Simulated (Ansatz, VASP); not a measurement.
Two plane-wave programs on B

```xyz
1
Lattice="-1.1540 1.1540 1.1540 1.1540 -1.1540 1.1540 1.1540 1.1540 -1.1540" Properties=species:S:1:pos:R:3 pbc="T T T"
B     0.0000    0.0000    0.0000
```

Alike in both runs: functional PBE; k mesh 18 × 18 × 18; occupations fermi-dirac, width 0.1 eV; no spin polarisation.

Ansatz relaxed the structure, and its values are those at the end. VASP's run is a single point on that final structure, the one shown.

|  | VASP | Ansatz |
| --- | --- | --- |
| version | VASP 6.6.1 | Ansatz 0.2.0 |
| potentials or method | VASP PAW PBE potentials, release 64 (B), cutoff 520 eV | plane waves (420 eV) with PAW, scalar-relativistic |
| valence electrons in the cell | 3 | 3 |

```csv
,VASP,Ansatz,Ansatz less VASP
pressure (GPa),-0.1,0.0,+0.11
```

With one functional, cell and mesh, what is left measures potentials, basis and numerics.
